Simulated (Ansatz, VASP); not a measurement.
**Two plane-wave programs on PbS**

```
CELL_PARAMETERS angstrom
-1.78096 1.78096 3.06813
1.78096 -1.78096 3.06813
1.78096 1.78096 -3.06813
ATOMIC_POSITIONS crystal
Pb 0.29191 0.29191 0.00000
S 0.70809 0.70809 0.00000
```

Alike in both runs: task relaxation of cell and atoms; functional PBE; k mesh 6 × 6 × 6; occupations gaussian, width 0.1 eV; no spin polarisation.

|  | VASP | Ansatz |
| --- | --- | --- |
| version | VASP 6.6.1 | Ansatz 0.2.0 |
| potentials or method | VASP PAW PBE potentials, release 64 (Pb_d, S), cutoff 600 eV | scalar-relativistic, plane waves, PAW |
| valence electrons in the cell | 20 | 20 |

```csv
,VASP,Ansatz,Ansatz less VASP
"gap on the k mesh at the Fermi level, each at its own relaxed structure (eV)",0.69,0.49,-0.202
relaxed volume (Å³/atom),27.21,27.05,-0.164
relaxed cell length with the largest relative difference (Å),4.262,4.246,-0.0155
```

Neither program's run includes spin-orbit coupling. Noted on VASP's run: the volume moved by over 15 % at a fixed basis, so the end points are rough.
